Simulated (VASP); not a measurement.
Wanted: the native input for a VASP 6.6.1 run.

```
Task                    : density of states
Functional              : PBE
Potentials or basis     : VASP PAW PBE potentials, release 64 (Si, C)
Cutoff                  : 520 eV
k mesh                  : 10 × 10 × 10
Occupations             : gaussian, width 0.02 eV
Spin                    : no spin polarisation
Dipole correction       : no
k mesh for the DOS      : 15 × 15 × 15
Occupations for the DOS : tetrahedron
Further INCAR settings  : ALGO = Normal; EDIFF = 1e-07
```

Crystal: SiC.

```
Si C
1.0
     0.00000    2.18972    2.18972
     2.18972    0.00000    2.18972
     2.18972    2.18972    0.00000
Si C
1 1
Direct
  0.00000 0.00000 0.00000
  0.75000 0.75000 0.75000
```

These files were run (other wordings do the same):

POSCAR

```
SiC
1.0
    0.0000000000      2.1897201901      2.1897201901
    2.1897201901      0.0000000000      2.1897201901
    2.1897201901      2.1897201901      0.0000000000
Si C
1 1
Direct
    0.0000000000      0.0000000000      0.0000000000
    0.7500000000      0.7500000000      0.7500000000
```

INCAR.step1

```
SYSTEM = SiC
  PREC = Accurate
  ENCUT = 520
  EDIFF = 1E-7
  ISMEAR = 0
  SIGMA = 0.02
  LREAL = .FALSE.
  LASPH = .TRUE.
  NELM = 100
  ALGO = Normal
  ISIF = 2
  LWAVE = .FALSE.
  LCHARG = .TRUE.
  GGA = PE
  NBANDS = 11
```

KPOINTS.step1

```
regular mesh
0
G
  10 10 10
  0 0 0
```

INCAR.step2

```
SYSTEM = SiC
  PREC = Accurate
  ENCUT = 520
  EDIFF = 1E-7
  ISMEAR = -5
  SIGMA = 0.02
  LREAL = .FALSE.
  LASPH = .TRUE.
  NELM = 100
  ALGO = Normal
  ISIF = 2
  LWAVE = .FALSE.
  LCHARG = .FALSE.
  GGA = PE
  LORBIT = 11
  NEDOS = 1001
  ICHARG = 11
```

KPOINTS.step2

```
regular mesh
0
G
  15 15 15
  0 0 0
```

Potentials or basis: VASP PAW PBE potentials, release 64 (Si, C).

Run with:

```sh
$ cat potpaw_PBE.64/Si/POTCAR potpaw_PBE.64/C/POTCAR > POTCAR
$ cp INCAR.step1 INCAR
$ cp KPOINTS.step1 KPOINTS
$ mpirun -np 1 vasp_std > vasp.out
$ cp INCAR.step2 INCAR
$ cp KPOINTS.step2 KPOINTS
$ mpirun -np 1 vasp_std > vasp.out
```

Results of the run:

```json
{"Valence electrons inside the program's atomic spheres": "Si 1.67; C 2.53"}
```

Run time: 14 s on 1 thread of AMD EPYC 9R14 (Zen 4) (shared host), peak memory 0.11 GiB.
